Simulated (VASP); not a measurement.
Wanted: the native input for a VASP 6.6.1 run.

```yaml
Task: single point
Functional: PBE
Potentials_or_basis: VASP PAW PBE potentials, release 64 (Sn_d, Se)
Cutoff: 520 eV
k_mesh: 12 × 12 × 6
Occupations: gaussian, width 0.05 eV
Spin: no spin polarisation
Dipole_correction: no
Further_INCAR_settings: ALGO = Normal; EDIFF = 1e-06; NBANDS = 20
```

The structure of SnSe2 lies in POSCAR:

```
SnSe2
1.0
    3.8109987816      0.0000000000      0.0000000000
   -1.9054993908      3.3004217586      0.0000000000
    0.0000000000      0.0000000000      6.1370000000
Sn Se
1 2
Direct
    0.0000000000      0.0000000000      0.0000000000
    0.1758942906      0.6666666667      0.2011161805
    0.6666666667      0.3333333333      0.7500000000
```

This cell differs from its parent crystal: atom 2 (Se) moved by (-0.600, -0.300) A along x and z.

The input as run:

INCAR

```
ALGO     = Normal         # electronic algorithm
EDIFF    = 1E-6           # SCF threshold, eV
ENCUT    = 520            # plane-wave cutoff, eV
GGA      = PE             # functional
ISIF     = 2              # what is computed and relaxed
ISMEAR   = 0              # smearing method
LASPH    = T              # aspherical terms in the spheres
LCHARG   = F              # write CHGCAR
LREAL    = F              # projectors in reciprocal space
LWAVE    = F              # write WAVECAR
NBANDS   = 20             # bands
NELM     = 100            # most SCF steps
PREC     = Accurate       # precision mode
SIGMA    = 0.05           # smearing width, eV
```

KPOINTS

```
k-points
0
Gamma
  12 12 6
```

Potentials or basis: VASP PAW PBE potentials, release 64 (Sn_d, Se).

Run with:

```bash
$ cat potpaw_PBE.64/Sn_d/POTCAR potpaw_PBE.64/Se/POTCAR > POTCAR
$ mpirun -np 1 vasp_std > vasp.out
```

Results of the run:

* Pressure: 21.9 GPa
* Largest force: 11.018 eV/Å
* Band gap on the k mesh: 0.18 eV (least direct gap 0.72 eV)

Caveat: the cell differs from its parent crystal (atom 2 (Se) moved by (-0.600, -0.300) A along x and z); the stress differs along the axes, from 19 to 27 GPa; semilocal functionals underestimate gaps, and a narrow one can read as zero; spin-orbit coupling is left out, which moves the levels of the heavy elements; forces of over 1 eV/Å act on the atoms, so gaps and moduli don't describe the material at rest.

Wall time 15 min on 1 thread of Intel Xeon 8259CL, on a shared host, peak memory 0.7 GiB.
